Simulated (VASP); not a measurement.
Zn2GeN3, 6 atoms in the cell. Symmetry: P-3m1, No. 164, trigonal system. Conventional cell: a = 3.001 Å, b = 3.001 Å, c = 7.680 Å, α = 90.00°, β = 90.00°, γ = 120.00°. Within 2.8 Å of Zn (site symmetry 3m) lie 6 N at 2.12 to 2.30 Å. Within 2.7 Å of Ge (site symmetry -3m) lie 6 N at 2.05 Å. Within 3.1 Å of N (site symmetry 3m) lie 3 Ge at 2.05 Å and 3 Zn at 2.30 Å and 9 N at 2.81 to 3.00 Å. N (site symmetry -3m) has 6 Zn at 2.12 Å within 2.8 Å. The cell was generated, and may not be a known phase.

```yaml
Program: VASP 6.6.1
Task: single point
Functional: PBE
Potentials_or_basis: VASP PAW PBE potentials, release 64 (Zn, Ge_d, N)
Cutoff: 520 eV
k_mesh: 6 × 6 × 2
Occupations: gaussian, width 0.1 eV
Spin: no spin polarisation
Dipole_correction: no
Further_INCAR_settings: ALGO = Normal; EDIFF = 1e-06; NBANDS = 36
```

Potentials or basis: VASP PAW PBE potentials, release 64 (Zn, Ge_d, N).

The run is started by

```bash
$ cat potpaw_PBE.64/Zn/POTCAR potpaw_PBE.64/Ge_d/POTCAR potpaw_PBE.64/N/POTCAR > POTCAR
$ mpirun -np 1 vasp_std > vasp.out
```

Hardware: 1 thread of Intel(R) Xeon(R) Platinum 8488C (Sapphire Rapids) (shared host).

Problem. Estimate the wall time of this run.

Solution. It took 20 s on 1 thread of Intel(R) Xeon(R) Platinum 8488C (Sapphire Rapids) (shared host), peak memory 0.19 GiB. Counts: scf iterations 15, k points 14.
